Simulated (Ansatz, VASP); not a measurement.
## Ga2As in VASP and in Ansatz

```xyz
6
Lattice="7.6004 0.0000 0.0000 0.0000 2.6118 3.0481 0.0000 -2.6118 3.0481" Properties=species:S:1:pos:R:3 pbc="T T T"
Ga    4.1999    1.3059    3.5660
Ga    1.2266    1.3059    2.2783
Ga    3.4005   -1.3059    3.5660
Ga    6.3738   -1.3059    2.2783
As    1.3295   -1.3059    1.7627
As    6.2709    1.3059    1.7627
```

Change from the starting cell: the structure that the rattled cell fell into.

Alike in both runs: functional PBE; k mesh 6 × 10 × 10; occupations gaussian, width 0.1 eV; no spin polarisation.

Ansatz relaxed the structure, and its values are those at the end. VASP's run is a single point on that final structure, the one shown.

|  | VASP | Ansatz |
| --- | --- | --- |
| version | VASP 6.6.1 | Ansatz 0.2.0 |
| potentials or method | VASP PAW PBE potentials, release 64 (Ga_d, As), cutoff 520 eV | scalar-relativistic, plane waves, PAW |
| valence electrons in the cell | 62 | 82 |

Ansatz gave:

| Item | Value |
| --- | --- |
| gap on the k mesh at the Fermi level (eV) | none |
| pressure (GPa) | 0.0 |
| rms of the force components (eV/Å) | 0.003 |

**Question.** What did VASP give for the same quantities?

**Answer.** gap on the k mesh at the Fermi level (eV): none; pressure (GPa): 0.1; rms of the force components (eV/Å): 0.006.

A gap of «none» marks a metal or a gap that the smearing closes. With one functional, cell and mesh, what is left measures potentials, basis and numerics. VASP's potentials hold 62 valence electrons a cell and Ansatz's 82, so a difference there can come from the potentials and not from the codes.
